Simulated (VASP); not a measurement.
The system is GaSb2.

```
CELL_PARAMETERS angstrom
3.44502 0.00000 0.00000
-1.72251 2.98348 0.00000
0.00000 0.00000 13.39973
ATOMIC_POSITIONS crystal
Ga 0.33333 0.66667 0.25000
Ga 0.66667 0.33333 0.75000
Sb 0.33333 0.66667 0.62750
Sb 0.66667 0.33333 0.12750
Sb 0.33333 0.66667 0.87250
Sb 0.66667 0.33333 0.37250
```

- Program: VASP 6.6.1
- Task: relaxation of cell and atoms
- Functional: PBE
- Potentials or basis: VASP PAW PBE potentials, release 64 (Ga_d, Sb)
- Cutoff: 600 eV
- k mesh: 6 × 6 × 2
- Occupations: gaussian, width 0.1 eV
- Spin: no spin polarisation

At the start: pressure 20.9 GPa; volume 22.95 Å³/atom.

Where does the relaxation end?

Over 30 steps the energy falls by 519.5 meV/atom and the volume is 27.40 Å³/atom (+19.3 %); space group P6_3/mmc (No. 194, to 0.1 Å) before and after.

Step by step:
| step | energy change (eV) | largest force (eV/Å) | pressure (GPa) | volume (Å³) |
| --- | --- | --- | --- | --- |
| 1 | 0.0000 | 2.7350 | 20.88 | 137.72 |
| 2 | -0.9325 | 0.7063 | -6.73 | 206.36 |
| 3 | -2.0028 | 0.0906 | -0.36 | 170.39 |
| 4 | -2.0042 | 0.0625 | -0.17 | 169.65 |
| 5 | -2.0043 | 0.0348 | 0.07 | 168.95 |
| 6 | -2.0843 | 0.1425 | -0.07 | 169.71 |
| 7 | -2.1215 | 0.3110 | -0.15 | 170.24 |
| 8 | -2.2563 | 0.0112 | -0.22 | 171.07 |
| 9 | -2.6239 | 0.1311 | 0.06 | 171.74 |
| 10 | -1.8344 | 2.8409 | 5.27 | 168.76 |
| 11 | -2.6621 | 0.4315 | 0.38 | 171.67 |
| 12 | -2.6625 | 0.4684 | 0.46 | 171.64 |
| 13 | -2.7131 | 0.2037 | -1.74 | 176.97 |
| 14 | -2.7144 | 0.1693 | -2.00 | 177.72 |
| 15 | -2.7420 | 0.1684 | -2.07 | 177.40 |
| 16 | -2.8283 | 0.1662 | -2.19 | 176.35 |
| 17 | -2.9245 | 0.3077 | -1.55 | 173.72 |
| 18 | -2.9236 | 0.2893 | -0.93 | 172.49 |
| 19 | -2.9290 | 0.3037 | -1.35 | 173.28 |
| 20 | -2.9735 | 0.2662 | -0.57 | 169.65 |
| 21 | -3.0000 | 0.2031 | 0.85 | 164.29 |
| 22 | -3.0400 | 0.1860 | 0.43 | 164.48 |
| 23 | -3.0989 | 0.1156 | -0.53 | 164.88 |
| 24 | -3.1004 | 0.1207 | -0.41 | 164.83 |
| 25 | -3.1080 | 0.0948 | 0.15 | 163.08 |
| 26 | -3.1085 | 0.0790 | 0.33 | 162.52 |
| 27 | -3.1148 | 0.0220 | 0.31 | 163.11 |
| 28 | -3.1158 | 0.0117 | 0.31 | 163.40 |
| 29 | -3.1163 | 0.0095 | -0.21 | 165.07 |
| 30 | -3.1167 | 0.0005 | -0.06 | 164.37 |

Final structure:
```
Ga Sb
1.0
     4.15080    0.00000    0.00000
    -2.07540    3.59470    0.00000
     0.00000    0.00000   11.01613
Ga Sb
2 4
Direct
  0.33333 0.66667 0.25000
  0.66667 0.33333 0.75000
  0.33333 0.66667 0.59020
  0.66667 0.33333 0.09020
  0.33333 0.66667 0.90980
  0.66667 0.33333 0.40980
```

Caveat: the volume moved by over 15 % at a fixed basis, so the end points are rough.
